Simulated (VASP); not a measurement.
# BiTe (Fm-3m) in VASP: a series of runs

The runs below take BiTe through single point, with BLYP+D3(BJ).

Everything below comes from runs of VASP 6.6.1. Logs are shortened: lines on timing, memory, paths and dates and some standing lists are left out, and cuts for length are marked.

### Step 1. The cell of the first run

Symmetry: Fm-3m, No. 225, cubic system. The conventional cell has a = 6.390 Å, b = 6.390 Å, c = 6.390 Å, α = 90.00°, β = 90.00°, γ = 90.00°. Within 4.2 Å of Bi (site symmetry m-3m) lie 6 Te at 3.20 Å. Within 4.2 Å of Te (site symmetry m-3m) lie 6 Bi at 3.20 Å.

### Step 2. Single point, BLYP+D3(BJ) (volume scaled by 0.98)

Contents of INCAR:

```
PREC = Accurate ; ENCUT = 520
EDIFF = 1E-6 ; ISMEAR = 0
SIGMA = 0.05 ; LREAL = False
LASPH = True ; NELM = 60
ALGO = Normal ; ISIF = 2
LWAVE = False ; LCHARG = False
GGA = B5 ; ALDAX = 1.0
AGGAX = 1.0 ; AGGAC = 1.0
ALDAC = 0.0 ; IVDW = 12
VDW_S6 = 1.0 ; VDW_S8 = 2.6996
VDW_A1 = 0.4298 ; VDW_A2 = 4.2359
NBANDS = 18
```

Contents of KPOINTS:

```
Automatic mesh
0
Gamma
  6 6 6
```

Contents of POSCAR:

```
BiTe
1.0
    0.0000000000      3.1951332239      3.1951332239
    3.1951332239      0.0000000000      3.1951332239
    3.1951332239      3.1951332239      0.0000000000
Bi Te
1 1
Direct
    0.5000000000      0.5000000000      0.5000000000
    0.0000000000      0.0000000000      0.0000000000
```

Potentials or basis: VASP PAW PBE potentials, release 64 (Bi_d, Te).

The run is started by

```console
cat potpaw_PBE.64/Bi_d/POTCAR potpaw_PBE.64/Te/POTCAR > POTCAR
mpirun -np 1 vasp_std > vasp.out
```

OUTCAR:

```text
PREC = Accurate
   ENCUT = 520
   EDIFF = 1E-6
   ISMEAR = 0
   LREAL = False
   LASPH = True
   NELM = 60
   ISIF = 2
   GGA = B5
   IVDW = 12
 IVDW          = 12

 ion  position               nearest neighbor table
   1  0.500  0.500  0.500-   2 3.20   2 3.20   2 3.20   2 3.20   2 3.20   2 3.20
   2  0.000  0.000  0.000-   1 3.20   1 3.20   1 3.20   1 3.20   1 3.20   1 3.20

  LATTYP: Found a face centered cubic cell.
 ALAT       =     6.3902664478

  Lattice vectors:

 A1 = (   0.0000000000,   3.1951332239,   3.1951332239)
 A2 = (   3.1951332239,   0.0000000000,   3.1951332239)
 A3 = (   3.1951332239,   3.1951332239,   0.0000000000)

Analysis of symmetry for initial positions (statically):
=====================================================================
 Subroutine PRICEL returns:
 Original cell was already a primitive cell.

 Routine SETGRP: Setting up the symmetry group for a
 face centered cubic supercell.

 Subroutine GETGRP returns: Found 48 space group operations
 (whereof 48 operations were pure point group operations)
 out of a pool of 48 trial point group operations.

The static configuration has the point symmetry O_h .

Analysis of symmetry for dynamics (positions and initial velocities):
=====================================================================
 Subroutine PRICEL returns:
 Original cell was already a primitive cell.

 Routine SETGRP: Setting up the symmetry group for a
 face centered cubic supercell.

 Subroutine GETGRP returns: Found 48 space group operations
 (whereof 48 operations were pure point group operations)
 out of a pool of 48 trial point group operations.

The dynamic configuration has the point symmetry O_h .

 Subroutine INISYM returns: Found 48 space group operations
 (whereof 48 operations are pure point group operations),
 and found     1 'primitive' translations

----------------------------------------------------------------------------------------

                                     Primitive cell

  volume of cell :      65.2374

  direct lattice vectors                    reciprocal lattice vectors
     0.000000000  3.195133224  3.195133224    -0.156487998  0.156487998  0.156487998
     3.195133224  0.000000000  3.195133224     0.156487998 -0.156487998  0.156487998
     3.195133224  3.195133224  0.000000000     0.156487998  0.156487998 -0.156487998

  length of vectors
     4.518600739  4.518600739  4.518600739     0.271045162  0.271045162  0.271045162

  position of ions in fractional coordinates (direct lattice)
     0.500000000  0.500000000  0.500000000
     0.000000000  0.000000000  0.000000000

  ion indices of the primitive-cell ions
   primitive index   ion index
                 1           1
                 2           2

----------------------------------------------------------------------------------------

 KPOINTS: Automatic mesh

Automatic generation of k-mesh.
 Grid dimensions read from file:
 generate k-points for:    6    6    6

 Generating k-lattice:

  Cartesian coordinates                     Fractional coordinates (reciprocal lattice)
    -0.026081333  0.026081333  0.026081333     0.166666667  0.000000000  0.000000000
     0.026081333 -0.026081333  0.026081333     0.000000000  0.166666667  0.000000000
     0.026081333  0.026081333 -0.026081333     0.000000000  0.000000000  0.166666667

  Length of vectors
     0.045174194  0.045174194  0.045174194

  Shift w.r.t. Gamma in fractional coordinates (k-lattice)
     0.000000000  0.000000000  0.000000000

 Subroutine IBZKPT returns following result:
 ===========================================

 Found     16 irreducible k-points:

 Following reciprocal coordinates:
            Coordinates               Weight
  0.000000  0.000000  0.000000      1.000000
  0.166667  0.000000  0.000000      8.000000
  0.333333  0.000000  0.000000      8.000000
  0.500000  0.000000  0.000000      4.000000
  0.166667  0.166667  0.000000      6.000000
  0.333333  0.166667  0.000000     24.000000
[... 8 lines left out ...]
 -0.333333  0.333333  0.166667     24.000000
 -0.333333  0.500000  0.166667     12.000000
   k-points           NKPTS =     16   k-points in BZ     NKDIM =     16   number of bands    NBANDS=     18
   number of dos      NEDOS =    301   number of ions     NIONS =      2
   total plane-waves  NPLWV =  46656
   dimension x,y,z NGX =    36 NGY =   36 NGZ =   36
   dimension x,y,z NGXF=    72 NGYF=   72 NGZF=   72
   ions per type =               1   1
   NGX,Y,Z   is equivalent  to a cutoff of  13.24, 13.24, 13.24 a.u.
   NGXF,Y,Z  is equivalent  to a cutoff of  26.49, 26.49, 26.49 a.u.
 SYSTEM =  unknown system
   PREC   = accura    normal or accurate (medium, high low for compatibility)
   ISTART =      0    job   : 0-new  1-cont  2-samecut
   ICHARG =      2    charge: 1-file 2-atom 10-const
   ISPIN  =      1    spin polarized calculation?
   LNONCOLLINEAR =      F non collinear calculations
   LSORBIT =      F    spin-orbit coupling
   LASPH  =      T    aspherical Exc in radial PAW
   ENCUT  =  520.0 eV  38.22 Ry    6.18 a.u.   8.40  8.40  8.40*2*pi/ulx,y,z
   NELM   =     60;   NELMIN=  2; NELMDL= -5     # of ELM steps
   EDIFF  = 0.1E-05   stopping-criterion for ELM
   LREAL  =      F    real-space projection
   EDIFFG = 0.1E-04   stopping-criterion for IOM
   NSW    =      0    number of steps for IOM
   IBRION =     -1    ionic relax: 0-MD 1-quasi-New 2-CG
   NFREE  =      0    steps in history (QN), initial steepest desc. (CG)
   ISIF   =      2    stress and relaxation
   ISYM   =      2    0-nonsym 1-usesym 2-fastsym
   POTIM  = 0.5000    time-step for ionic-motion
   TEBEG  =    0.0;   TEEND  =   0.0 temperature during run
   PSTRESS=    0.0 pullay stress
   NELECT =      21.0000    total number of electrons
   NUPDOWN=      -1.0000    fix difference up-down
   EMIN   =  10.00;   EMAX   =-10.00  energy-range for DOS
   EFERMI =   0.00;   METHOD = LEGACY
   ISMEAR =     0;   SIGMA  =   0.05  broadening in eV -4-tet -1-fermi 0-gaus
   EFERMI_NEDOS =   21; number of points for ismear=-14 and -15
   IALGO  =     38    algorithm
   IMIX   =      4    mixing-type and parameters
     AMIX     =   0.40;   BMIX     =  1.00
     AMIX_MAG =   1.60;   BMIX_MAG =  1.00
  volume/ion in A,a.u.               =      32.62       220.12
  Fermi-wavevector in a.u.,A,eV,Ry     =   1.121973  2.120221 17.127323  1.258823
  Thomas-Fermi vector in A             =   2.258630
   LORBIT       =      0    0 simple, 1 ext, 2 COOP (PROOUT), +10 PAW based schemes
   GGA     = B5    functional components
   LHFCALC =     F    Hartree Fock is set to
   AEXX    =    0.0000 exact exchange contribution
   IVDW    =    12    specifies the selected vdW correction
   LEPSILON=     F    determine dielectric tensor
   LRPA    =     F    only Hartree local field effects (RPA)
 non-spin polarized calculation
 Gauss-broadening in eV      SIGMA  =   0.05
  energy-cutoff  :      520.00
  volume of cell :       65.24
 maximum number of plane-waves:      1807
 NGX is ok and might be reduce to    36
   NGX = 17   NGY = 17   NGZ = 17

 number of electron      21.0000004 magnetization

 Free energy of the ion-electron system (eV)
  ---------------------------------------------------
  ext. energy  EPLUGINS =         0.00000000
  ---------------------------------------------------
  free energy    TOTEN  =        -5.72321752 eV

  energy without entropy =       -5.71965737  energy(sigma->0) =       -5.72143744

 E-fermi :   7.4778     XC(G=0):  -8.9607

 val. band max:        7.4494256249   @ k =  -0.3333   0.1667   0.0000
 cond. band min:       7.5289885133   @ k =   0.3333   0.0000   0.0000
 fundamental gap:      0.0795628884
 Fermi energy:         7.4778481427

 k-point     1 :       0.0000    0.0000    0.0000
  band No.  band energies     occupation
      1     -15.5049      2.00000
      2     -15.5049      2.00000
      3     -15.4946      2.00000
      4     -15.4946      2.00000
      5     -15.4946      2.00000
      6      -6.2153      2.00000
[... 10 lines left out ...]
     17      14.3032      0.00000
     18      14.4442      0.00000

 k-point     2 :       0.1667    0.0000    0.0000
  band No.  band energies     occupation
      1     -15.5059      2.00000
      2     -15.5059      2.00000
      3     -15.4940      2.00000
      4     -15.4929      2.00000
      5     -15.4929      2.00000
      6      -5.9581      2.00000
[... 10 lines left out ...]
     17      15.7431      0.00000
     18      15.7490      0.00000

 k-point     3 :       0.3333    0.0000    0.0000
  band No.  band energies     occupation
      1     -15.5087      2.00000
      2     -15.5087      2.00000
      3     -15.4929      2.00000
      4     -15.4889      2.00000
      5     -15.4889      2.00000
      6      -5.2067      2.00000
[... 10 lines left out ...]
     17      17.5612      0.00000
     18      18.3607      0.00000

 k-point     4 :       0.5000    0.0000    0.0000
  band No.  band energies     occupation
      1     -15.5102      2.00000
      2     -15.5102      2.00000
      3     -15.4925      2.00000
      4     -15.4868      2.00000
      5     -15.4868      2.00000
      6      -4.1753      2.00000
[... 207 lines left out ...]
      4     -15.4872      2.00000
      5     -15.4855      2.00000
      6      -4.6683      2.00000
[... 10 lines left out ...]
     17      16.1440      0.00000
     18      17.6111      0.00000

 k-point    15 :      -0.3333    0.3333    0.1667
  band No.  band energies     occupation
      1     -15.5152      2.00000
      2     -15.5059      2.00000
      3     -15.4907      2.00000
      4     -15.4897      2.00000
      5     -15.4838      2.00000
      6      -3.8961      2.00000
[... 10 lines left out ...]
     17      17.1708      0.00000
     18      18.3807      0.00000

 k-point    16 :      -0.3333    0.5000    0.1667
  band No.  band energies     occupation
      1     -15.5188      2.00000
      2     -15.5030      2.00000
      3     -15.4947      2.00000
      4     -15.4864      2.00000
      5     -15.4821      2.00000
      6      -4.0458      2.00000
[... 10 lines left out ...]
     17      18.0291      0.00000
     18      18.3694      0.00000

------------------------ aborting loop because EDIFF is reached ----------------------------------------

 Edisp (eV)   -2.23135

 E8    (eV) :    -1.7102

  FORCE on cell =-STRESS in cart. coord.  units (eV):
  Direction    XX          YY          ZZ          XY          YZ          ZX
  --------------------------------------------------------------------------------------
  -------------------------------------------------------------------------------------
  Total       0.48762     0.48762     0.48762     0.00000     0.00000     0.00000
  in kB      11.97545    11.97545    11.97545     0.00000     0.00000     0.00000
  external pressure =       11.98 kB  Pullay stress =        0.00 kB

 VOLUME and BASIS-vectors are now :
 -----------------------------------------------------------------------------
  energy-cutoff  :      520.00
  volume of cell :       65.24
      direct lattice vectors                 reciprocal lattice vectors
     0.000000000  3.195133224  3.195133224    -0.156487998  0.156487998  0.156487998
     3.195133224  0.000000000  3.195133224     0.156487998 -0.156487998  0.156487998
     3.195133224  3.195133224  0.000000000     0.156487998  0.156487998 -0.156487998

 POSITION                                       TOTAL-FORCE (eV/Angst)
 -----------------------------------------------------------------------------------
      3.19513      3.19513      3.19513         0.000000      0.000000     -0.000000
      0.00000      0.00000      0.00000        -0.000000      0.000000      0.000000
 -----------------------------------------------------------------------------------
    total drift:                                0.000000      0.000000      0.000000

  FREE ENERGIE OF THE ION-ELECTRON SYSTEM (eV)
  ---------------------------------------------------
  free  energy   TOTEN  =        -7.9545655489 eV

  energy  without entropy=       -7.9510053968  energy(sigma->0) =       -7.95278547
```

It took 26 s on 1 thread of Intel Xeon Platinum 8488C (Sapphire Rapids), shared host; peak memory 0.2 GiB.

Results:

```yaml
Free_energy: -7.9546 eV
Pressure: 1.2 GPa
Dispersion_energy_per_atom: -1.116 eV
```

Levels at points of the mesh, in eV from the Fermi level:
| k point | band 8 | band 9 | band 10 | band 11 | band 12 | band 13 |
| --- | --- | --- | --- | --- | --- | --- |
| (0.00, 0.00, 0.00) | -2.56 | -2.56 | -2.56 | 2.28 | 2.28 | 2.28 |
| (0.50, 0.00, 0.00) | -1.88 | -1.88 | -1.43 | -0.64 | -0.57 | -0.57 |
| (0.50, 0.50, 0.00) | -5.72 | -4.06 | -4.06 | 2.54 | 3.79 | 3.79 |

Caveat: the PAW data sets were made with another functional, which shifts forces and pressure a little; spin-orbit coupling is left out, which moves the levels of the heavy elements; pairwise dispersion overbinds metals, which lowers pressure and volume.

### Step 3. Single point, BLYP+D3(BJ) (volume scaled by 0.96)

Contents of INCAR:

```
SYSTEM = BiTe
PREC     = Accurate       ! precision mode
ENCUT    = 520            ! plane-wave cutoff, eV
EDIFF    = 1E-6           ! SCF threshold, eV
ISMEAR   = 0              ! smearing method
SIGMA    = 0.05           ! smearing width, eV
LREAL    = .FALSE.        ! projectors in reciprocal space
LASPH    = .TRUE.         ! aspherical terms in the spheres
NELM     = 100            ! most SCF steps
ALGO     = Normal         ! electronic algorithm
ISIF     = 2              ! what is computed and relaxed
LWAVE    = .FALSE.        ! write WAVECAR
LCHARG   = .FALSE.        ! write CHGCAR
GGA      = B5             ! functional
ALDAX    = 1.0          
AGGAX    = 1.0          
AGGAC    = 1.0          
ALDAC    = 0.0          
IVDW     = 12             ! dispersion correction
VDW_S6   = 1.0          
VDW_S8   = 2.6996       
VDW_A1   = 0.4298       
VDW_A2   = 4.2359       
NBANDS   = 18             ! bands
```

Contents of KPOINTS:

```
regular mesh
0
G
  6 6 6
  0 0 0
```

Contents of POSCAR:

```
BiTe
1.0
    0.0000000000      3.1732480629      3.1732480629
    3.1732480629      0.0000000000      3.1732480629
    3.1732480629      3.1732480629      0.0000000000
Bi Te
1 1
Direct
    0.5000000000      0.5000000000      0.5000000000
    0.0000000000      0.0000000000      0.0000000000
```

Potentials or basis: VASP PAW PBE potentials, release 64 (Bi_d, Te).

The run is started by

```console
cat potpaw_PBE.64/Bi_d/POTCAR potpaw_PBE.64/Te/POTCAR > POTCAR
mpirun -np 1 vasp_std > vasp.out
```

It took 26 s on 1 thread of Intel Xeon Platinum 8488C (Sapphire Rapids), shared host; peak memory 0.2 GiB.

The run converged. Its results:

- Free energy: -7.9393 eV
- Pressure: 2.4 GPa
- Dispersion energy per atom: -1.140 eV

Levels at points of the mesh, in eV from the Fermi level:
```tsv
k point	band 8	band 9	band 10	band 11	band 12	band 13
(0.00, 0.00, 0.00)	-2.63	-2.63	-2.63	2.32	2.32	2.32
(0.50, 0.00, 0.00)	-1.93	-1.93	-1.44	-0.66	-0.61	-0.61
(0.50, 0.50, 0.00)	-5.88	-4.17	-4.17	2.45	3.88	3.88
```

Caveat: the PAW data sets were made with another functional, which shifts forces and pressure a little; spin-orbit coupling is left out, which moves the levels of the heavy elements; pairwise dispersion overbinds metals, which lowers pressure and volume.
